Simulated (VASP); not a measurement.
# HCl (I4/mmm) in VASP: notebook

HCl is run at these levels: PBEsol; tasks: single point.

Everything below comes from runs of VASP 6.6.1. Logs are shortened: lines on timing, memory, paths and dates and some standing lists are left out, and cuts for length are marked.

## 1. The cell of the first run

It takes space group I4/mmm (No. 139, tetragonal). The conventional cell has a = 3.871 Å, b = 3.871 Å, c = 5.201 Å, α = 90.00°, β = 90.00°, γ = 90.00°. H (site symmetry 4/mmm) has 6 Cl at 2.60 to 2.74 Å within 3.4 Å. Cl (site symmetry 4/mmm) has 6 H at 2.60 to 2.74 Å within 3.4 Å.

## 2. Single point, PBEsol (strain +0.000 along x and y, -0.050 along z)

INCAR

```
SYSTEM = HCl
PREC = Accurate ; ENCUT = 520
EDIFF = 1E-6 ; ISMEAR = 0
SIGMA = 0.15 ; LREAL = .FALSE.
LASPH = .TRUE. ; NELM = 60
ALGO = Normal ; ISIF = 2
LWAVE = .FALSE. ; LCHARG = .FALSE.
GGA = PS ; NBANDS = 11
```

KPOINTS

```
regular mesh
0
G
  16 16 16
  0 0 0
```

POSCAR

```
HCl
1.0
    0.0000000000      2.7375000000      2.6006250000
    2.7375000000      0.0000000000      2.6006250000
    2.7375000000      2.7375000000      0.0000000000
H Cl
1 1
Direct
    0.0000000000      0.0000000000      0.0000000000
    0.5000000000      0.5000000000      0.5000000000
```

Potentials or basis: VASP PAW PBE potentials, release 64 (H, Cl).

Run with:

```sh
$ cat potpaw_PBE.64/H/POTCAR potpaw_PBE.64/Cl/POTCAR > POTCAR
$ mpirun -np 1 vasp_std > vasp.out
```

OUTCAR:

```text
SYSTEM = HCl
   PREC = Accurate
   ENCUT = 520
   EDIFF = 1E-6
   ISMEAR = 0
   LREAL = .FALSE.
   LASPH = .TRUE.
   NELM = 60
   ISIF = 2
   GGA = PS

 ion  position               nearest neighbor table
   1  0.000  0.000  0.000-
   2  0.500  0.500  0.500-

  LATTYP: Found a body centered tetragonal cell.
 ALAT       =     3.8714096270
 C/A-ratio  =     1.3435028843

  Lattice vectors:

 A1 = (   0.0000000000,  -2.7375000000,  -2.6006250000)
 A2 = (   0.0000000000,   2.7375000000,  -2.6006250000)
 A3 = (   2.7375000000,   0.0000000000,   2.6006250000)

Analysis of symmetry for initial positions (statically):
=====================================================================
 Subroutine PRICEL returns:
 Original cell was already a primitive cell.

 Routine SETGRP: Setting up the symmetry group for a
 body centered tetragonal supercell.

 Subroutine GETGRP returns: Found 16 space group operations
 (whereof 16 operations were pure point group operations)
 out of a pool of 16 trial point group operations.

The static configuration has the point symmetry D_4h.

Analysis of symmetry for dynamics (positions and initial velocities):
=====================================================================
 Subroutine PRICEL returns:
 Original cell was already a primitive cell.

 Routine SETGRP: Setting up the symmetry group for a
 body centered tetragonal supercell.

 Subroutine GETGRP returns: Found 16 space group operations
 (whereof 16 operations were pure point group operations)
 out of a pool of 16 trial point group operations.

The dynamic configuration has the point symmetry D_4h.

 Subroutine INISYM returns: Found 16 space group operations
 (whereof 16 operations are pure point group operations),
 and found     1 'primitive' translations

----------------------------------------------------------------------------------------

                                     Primitive cell

  volume of cell :      38.9777

  direct lattice vectors                    reciprocal lattice vectors
     0.000000000  2.737500000  2.600625000    -0.182648402  0.182648402  0.192261476
     2.737500000  0.000000000  2.600625000     0.182648402 -0.182648402  0.192261476
     2.737500000  2.737500000  0.000000000     0.182648402  0.182648402 -0.192261476

  length of vectors
     3.775865019  3.775865019  3.871409627     0.322002100  0.322002100  0.322002100

  position of ions in fractional coordinates (direct lattice)
     0.000000000  0.000000000  0.000000000
     0.500000000  0.500000000  0.500000000

  ion indices of the primitive-cell ions
   primitive index   ion index
                 1           1
                 2           2

----------------------------------------------------------------------------------------

 KPOINTS: regular mesh

Automatic generation of k-mesh.
 Grid dimensions read from file:
 generate k-points for:   16   16   16

 Generating k-lattice:

  Cartesian coordinates                     Fractional coordinates (reciprocal lattice)
    -0.011415525  0.011415525  0.012016342     0.062500000  0.000000000  0.000000000
     0.011415525 -0.011415525  0.012016342     0.000000000  0.062500000  0.000000000
     0.011415525  0.011415525 -0.012016342     0.000000000  0.000000000  0.062500000

  Length of vectors
     0.020125131  0.020125131  0.020125131

  Shift w.r.t. Gamma in fractional coordinates (k-lattice)
     0.000000000  0.000000000  0.000000000

 Subroutine IBZKPT returns following result:
 ===========================================

 Found    349 irreducible k-points:

 Following reciprocal coordinates:
            Coordinates               Weight
  0.000000  0.000000  0.000000      1.000000
  0.062500  0.000000  0.000000      8.000000
  0.125000  0.000000  0.000000      8.000000
  0.187500  0.000000  0.000000      8.000000
  0.250000  0.000000  0.000000      8.000000
  0.312500  0.000000  0.000000      8.000000
[... 16 lines left out ...]
 -0.125000  0.062500  0.000000      8.000000
 -0.062500  0.062500  0.000000      4.000000
 [... further k-points ...]
   k-points           NKPTS =    349   k-points in BZ     NKDIM =    349   number of bands    NBANDS=     11
   number of dos      NEDOS =    301   number of ions     NIONS =      2
   total plane-waves  NPLWV =  23520
   dimension x,y,z NGX =    28 NGY =   28 NGZ =   30
   dimension x,y,z NGXF=    56 NGYF=   56 NGZF=   60
   ions per type =               1   1
   NGX,Y,Z   is equivalent  to a cutoff of  12.33, 12.33, 12.88 a.u.
   NGXF,Y,Z  is equivalent  to a cutoff of  24.66, 24.66, 25.77 a.u.
 SYSTEM =  HCl
   PREC   = accura    normal or accurate (medium, high low for compatibility)
   ISTART =      0    job   : 0-new  1-cont  2-samecut
   ICHARG =      2    charge: 1-file 2-atom 10-const
   ISPIN  =      1    spin polarized calculation?
   LNONCOLLINEAR =      F non collinear calculations
   LSORBIT =      F    spin-orbit coupling
   LASPH  =      T    aspherical Exc in radial PAW
[... 61 lines left out ...]
      3      -2.0421      1.94407
      4      -1.9413      1.66370
      5      -1.9413      1.66370
      6       9.7192      0.00000
      7      10.5504      0.00000
      8      10.5504      0.00000
      9      10.9465      0.00000
     10      12.7766      0.00000
     11      13.6194      0.00000

 k-point     2 :       0.0625    0.0000    0.0000
  band No.  band energies     occupation
      1     -15.1213      2.00000
      2      -2.5823      2.00000
      3      -2.0110      1.89441
      4      -1.9522      1.71254
      5      -1.4690      0.00048
      6       9.5797      0.00000
      7      10.4371      0.00000
      8      10.5825      0.00000
      9      10.9195      0.00000
     10      12.4513      0.00000
     11      13.1795      0.00000

 k-point     3 :       0.1250    0.0000    0.0000
  band No.  band energies     occupation
      1     -15.0763      2.00000
      2      -3.1437      2.00000
      3      -2.0269      1.92293
      4      -1.9826      1.82330
      5      -0.9674      0.00000
      6       9.0426      0.00000
      7      10.3448      0.00000
      8      10.5836      0.00000
      9      10.9682      0.00000
     10      12.0623      0.00000
     11      12.5767      0.00000

 k-point     4 :       0.1875    0.0000    0.0000
  band No.  band energies     occupation
      1     -15.0073      2.00000
      2      -3.6824      2.00000
      3      -2.0506      1.95356
      4      -2.0274      1.92369
      5      -0.5191      0.00000
      6       8.2784      0.00000
      7      10.3422      0.00000
      8      10.4659      0.00000
      9      10.8854      0.00000
     10      12.1245      0.00000
     11      12.3582      0.00000

 k-point     5 :       0.2500    0.0000    0.0000
  band No.  band energies     occupation
      1     -14.9234      2.00000
      2      -4.1730      2.00000
      3      -2.0788      1.97603
      4      -2.0780      1.97556
      5      -0.1361      0.00000
      6       7.5282      0.00000
      7       9.9411      0.00000
      8      10.4461      0.00000
      9      10.8559      0.00000
     10      12.6063      0.00000
     11      12.6684      0.00000
[... 211 lines left out ...]
 k-point    21 :      -0.2500    0.0625    0.0000
  band No.  band energies     occupation
      1     -14.8894      2.00000
      2      -4.2523      2.00000
      3      -2.2123      1.99956
      4      -2.0666      1.96786
      5      -0.1008      0.00000
      6       7.3323      0.00000
      7       9.8354      0.00000
      8       9.9237      0.00000
      9      11.6696      0.00000
     10      12.3039      0.00000
     11      13.4695      0.00000

 k-point    22 :      -0.1875    0.0625    0.0000
  band No.  band energies     occupation
      1     -14.9739      2.00000
      2      -3.7951      2.00000
      3      -2.1880      1.99899
      4      -2.0147      1.90166
      5      -0.4233      0.00000
      6       8.0066      0.00000
      7       9.8909      0.00000
      8      10.2898      0.00000
      9      11.6179      0.00000
     10      11.6923      0.00000
     11      13.1603      0.00000

 k-point    23 :      -0.1250    0.0625    0.0000
  band No.  band energies     occupation
      1     -15.0467      2.00000
      2      -3.3024      2.00000
      3      -2.1574      1.99729
      4      -1.9741      1.79616
      5      -0.7960      0.00000
      6       8.7186      0.00000
      7       9.9148      0.00000
      8      10.7071      0.00000
      9      11.3934      0.00000
     10      11.4116      0.00000
     11      13.2965      0.00000

 k-point    24 :      -0.0625    0.0625    0.0000
  band No.  band energies     occupation
      1     -15.0979      2.00000
      2      -2.8363      2.00000
      3      -2.1140      1.99039
      4      -1.9519      1.71150
      5      -1.1855      0.00000
      6       9.2851      0.00000
      7      10.1423      0.00000
      8      10.6860      0.00000
      9      11.1262      0.00000
     10      11.7931      0.00000
     11      13.4846      0.00000

 [... further k-points ...]

------------------------ aborting loop because EDIFF is reached ----------------------------------------

  FORCE on cell =-STRESS in cart. coord.  units (eV):
  Direction    XX          YY          ZZ          XY          YZ          ZX
  --------------------------------------------------------------------------------------
  -------------------------------------------------------------------------------------
  Total       -2.2619216     -2.2619216     -3.3245155      0.0000000      0.0000000      0.0000000
  in kB      -92.9762760    -92.9762760   -136.6541939      0.0000000      0.0000000      0.0000000
  external PRESSURE =    -107.5355820 kB  Pullay stress =       0.0000000 kB

 VOLUME and BASIS-vectors are now :
 -----------------------------------------------------------------------------
  energy-cutoff  :      520.00
  volume of cell :       38.98
      direct lattice vectors                 reciprocal lattice vectors
     0.000000000  2.737500000  2.600625000    -0.182648402  0.182648402  0.192261476
     2.737500000  0.000000000  2.600625000     0.182648402 -0.182648402  0.192261476
     2.737500000  2.737500000  0.000000000     0.182648402  0.182648402 -0.192261476

 POSITION                                       TOTAL-FORCE (eV/Angst)
 -----------------------------------------------------------------------------------
      0.00000      0.00000      0.00000        -0.000000     -0.000000      0.000000
      2.73750      2.73750      2.60062         0.000000      0.000000      0.000000
 -----------------------------------------------------------------------------------
    total drift:                                0.000000      0.000000      0.000000

  FREE ENERGIE OF THE ION-ELECTRON SYSTEM (eV)
  ---------------------------------------------------
  free  energy   TOTEN  =        -3.1700745706 eV

  energy  without entropy=       -3.1670291959  energy(sigma->0) =       -3.16855188
```

Run time: 1.7 min. Hardware: 1 thread of Intel Xeon Platinum 8175M at 2.50GHz (Skylake/Cascade Lake), shared host; peak memory 0.26 GiB.

What came out:

- Free energy: -3.1701 eV
- Pressure: -10.8 GPa
- Band gap on the k mesh: zero (band 4 reaches -1.94 eV, above the bottom of band 5 at -2.13 eV)

Stress tensor (GPa, compression positive):
```
 -9.30   0.00   0.00
  0.00  -9.30   0.00
  0.00   0.00 -13.67
```

Levels at points of the mesh, in eV from the Fermi level:
| k point | band 1 | band 2 | band 3 | band 4 | band 5 | band 6 | band 7 | band 8 | band 9 |
| --- | --- | --- | --- | --- | --- | --- | --- | --- | --- |
| (0.00, 0.00, 0.00) | -13.30 | -0.21 | -0.20 | -0.10 | -0.10 | 11.56 | 12.39 | 12.39 | 12.79 |
| (0.50, 0.00, 0.00) | -12.85 | -3.34 | -0.37 | -0.31 | 2.44 | 7.82 | 10.87 | 11.32 | 14.43 |
| (0.50, 0.50, 0.00) | -12.69 | -2.07 | -0.91 | -0.91 | -0.29 | 9.13 | 12.69 | 14.89 | 14.89 |
| (0.50, 0.00, 0.50) | -12.76 | -2.05 | -0.93 | -0.69 | -0.24 | 9.35 | 12.09 | 14.90 | 15.13 |

Caveat: the cell differs from its parent crystal (strain +0.000 along x and y, -0.050 along z); the PAW data sets were made with another functional, which shifts forces and pressure a little.

## 3. Single point, PBEsol (strain -0.025 along x and y, +0.050 along z)

INCAR

```
  PREC = Accurate
  ENCUT = 520
  EDIFF = 1E-6
  ISMEAR = 0
  SIGMA = 0.15
  LREAL = False
  LASPH = True
  NELM = 60
  ALGO = Normal
  ISIF = 2
  LWAVE = False
  LCHARG = False
  GGA = PS
  NBANDS = 11
```

KPOINTS

```
Automatic mesh
0
Gamma
  16 16 16
```

POSCAR

```
HCl
1.0
    0.0000000000      2.6690625000      2.8743750000
    2.6690625000      0.0000000000      2.8743750000
    2.6690625000      2.6690625000      0.0000000000
H Cl
1 1
Direct
    0.0000000000      0.0000000000      0.0000000000
    0.5000000000      0.5000000000      0.5000000000
```

Potentials or basis: VASP PAW PBE potentials, release 64 (H, Cl).

Run with:

```sh
$ cat potpaw_PBE.64/H/POTCAR potpaw_PBE.64/Cl/POTCAR > POTCAR
$ mpirun -np 1 vasp_std > vasp.out
```

It took 2.2 min on 1 thread of Intel Xeon Platinum 8175M at 2.50GHz (Skylake/Cascade Lake), shared host; peak memory 0.27 GiB.

Results (log left out):

```yaml
Free_energy: -3.0561 eV
Pressure: -10.4 GPa
Band_gap_on_the_k_mesh: zero (band 4 reaches -2.25 eV, above the bottom of band 5 at -2.39 eV)
```

Stress tensor (GPa, compression positive):
```
-12.10   0.00   0.00
  0.00 -12.10   0.00
  0.00   0.00  -7.00
```

Levels at points of the mesh, in eV from the Fermi level:
```tsv
k point	band 2	band 3	band 4	band 5	band 6	band 7
(0.00, 0.00, 0.00)	-0.23	-0.19	-0.19	-0.08	11.10	12.11
(0.50, 0.00, 0.00)	-3.14	-0.38	-0.28	2.31	7.80	10.79
(0.50, 0.50, 0.00)	-1.86	-0.70	-0.70	-0.17	9.52	11.44
(0.50, 0.00, 0.50)	-1.92	-1.00	-0.67	-0.24	9.26	12.25
```

Caveat: the cell differs from its parent crystal (strain -0.025 along x and y, +0.050 along z); the PAW data sets were made with another functional, which shifts forces and pressure a little.

## 4. Single point, PBEsol (strain +0.025 along x and y, -0.050 along z)

INCAR

```
SYSTEM = HCl
ALGO = Normal
EDIFF = 1E-6
ENCUT = 520
GGA = PS
ISIF = 2
ISMEAR = 0
LASPH = .True.
LCHARG = .True.
LELF = .True.
LREAL = .False.
LVHAR = .True.
LWAVE = .False.
NBANDS = 11
NELM = 60
PREC = Accurate
SIGMA = 0.15
```

KPOINTS

```
k-points
0
Gamma
  16 16 16
  0 0 0
```

POSCAR

```
HCl
1.0
    0.0000000000      2.8059375000      2.6006250000
    2.8059375000      0.0000000000      2.6006250000
    2.8059375000      2.8059375000      0.0000000000
H Cl
1 1
Direct
    0.0000000000      0.0000000000      0.0000000000
    0.5000000000      0.5000000000      0.5000000000
```

Run with:

```sh
$ cat potpaw_PBE.64/H/POTCAR potpaw_PBE.64/Cl/POTCAR > POTCAR
$ mpirun -np 1 vasp_std > vasp.out
```

Run time: 1.9 min. Hardware: 1 thread of Intel Xeon Platinum 8175M at 2.50GHz (Skylake/Cascade Lake), shared host; peak memory 0.26 GiB.

The run converged. Its results:

```yaml
Free_energy: -3.0622 eV
Pressure: -10.4 GPa
Band_gap_on_the_k_mesh: zero (band 4 reaches -2.24 eV, above the bottom of band 5 at -2.40 eV)
```

Stress tensor (GPa, compression positive):
```
 -8.36   0.00   0.00
  0.00  -8.36   0.00
  0.00   0.00 -14.54
```

Levels at points of the mesh, in eV from the Fermi level:
| k point | band 2 | band 3 | band 4 | band 5 | band 6 | band 7 |
| --- | --- | --- | --- | --- | --- | --- |
| (0.00, 0.00, 0.00) | -0.27 | -0.23 | -0.10 | -0.10 | 11.12 | 12.30 |
| (0.50, 0.00, 0.00) | -3.15 | -0.37 | -0.31 | 2.32 | 7.79 | 10.74 |
| (0.50, 0.50, 0.00) | -1.93 | -0.88 | -0.88 | -0.26 | 9.13 | 12.55 |
| (0.50, 0.00, 0.50) | -1.89 | -0.92 | -0.58 | -0.20 | 9.46 | 11.69 |

Caveat: the cell differs from its parent crystal (strain +0.025 along x and y, -0.050 along z); the PAW data sets were made with another functional, which shifts forces and pressure a little.

## 5. Single point, PBEsol (strain +0.025 along x and y, -0.025 along z)

INCAR

```
PREC     = Accurate       # precision mode
ENCUT    = 520            # plane-wave cutoff, eV
EDIFF    = 1E-7           # SCF threshold, eV
ISMEAR   = 0              # smearing method
SIGMA    = 0.15           # smearing width, eV
LREAL    = F              # projectors in reciprocal space
LASPH    = T              # aspherical terms in the spheres
NELM     = 100            # most SCF steps
ALGO     = Normal         # electronic algorithm
ISIF     = 2              # what is computed and relaxed
LWAVE    = F              # write WAVECAR
LCHARG   = F              # write CHGCAR
GGA      = PS             # functional
NBANDS   = 11             # bands
```

KPOINTS

```
Automatic mesh
0
Gamma
  16 16 16
```

POSCAR

```
HCl
1.0
    0.0000000000      2.8059375000      2.6690625000
    2.8059375000      0.0000000000      2.6690625000
    2.8059375000      2.8059375000      0.0000000000
H Cl
1 1
Direct
    0.0000000000      0.0000000000      0.0000000000
    0.5000000000      0.5000000000      0.5000000000
```

Run with:

```sh
$ cat potpaw_PBE.64/H/POTCAR potpaw_PBE.64/Cl/POTCAR > POTCAR
$ mpirun -np 1 vasp_std > vasp.out
```

Run time: 2.3 min. Hardware: 1 thread of Intel Xeon Platinum 8175M at 2.50GHz (Skylake/Cascade Lake), shared host; peak memory 0.27 GiB.

The run converged. Its results:

```yaml
Free_energy: -2.9708 eV
Pressure: -10.2 GPa
Band_gap_on_the_k_mesh: zero (band 4 reaches -2.42 eV, above the bottom of band 5 at -2.52 eV)
```

Stress tensor (GPa, compression positive):
```
 -8.89   0.00   0.00
  0.00  -8.89   0.00
  0.00   0.00 -12.78
```

Levels at points of the mesh, in eV from the Fermi level:
```csv
k point,band 1,band 2,band 3,band 4,band 5,band 6,band 7,band 8
"(0.00, 0.00, 0.00)",-13.11,-0.25,-0.23,-0.12,-0.12,11.07,12.33,12.33
"(0.50, 0.00, 0.00)",-12.76,-3.02,-0.35,-0.30,2.20,7.78,10.83,11.25
"(0.50, 0.50, 0.00)",-12.63,-1.84,-0.82,-0.82,-0.23,9.23,12.17,14.40
"(0.50, 0.00, 0.50)",-12.68,-1.81,-0.85,-0.63,-0.19,9.43,11.62,14.43
```

Caveat: the cell differs from its parent crystal (strain +0.025 along x and y, -0.025 along z); the PAW data sets were made with another functional, which shifts forces and pressure a little.

## 6. The runs side by side

```csv
cell,gap on the mesh (eV),pressure (GPa)
"a = 3.776, b = 3.776, c = 3.871 Å, angles 59.2, 59.2, 61.7°, 2 atoms",none,-10.8
"a = 3.922, b = 3.922, c = 3.775 Å, angles 61.2, 61.2, 57.5°, 2 atoms",none,-10.4
"a = 3.826, b = 3.826, c = 3.968 Å, angles 58.8, 58.8, 62.5°, 2 atoms",none,-10.4
"a = 3.873, b = 3.873, c = 3.968 Å, angles 59.2, 59.2, 61.6°, 2 atoms",none,-10.2
```

Alike in all rows: task single point; level PBEsol; potentials or basis VASP PAW PBE potentials, release 64 (H, Cl); no spin polarisation; k mesh 16 × 16 × 16; cutoff (eV) 520; smearing gaussian 0.15 eV.

Caveats: the PAW data sets were made with another functional, which shifts forces and pressure a little.

Absolute energies hang on the potentials; compare differences alone.
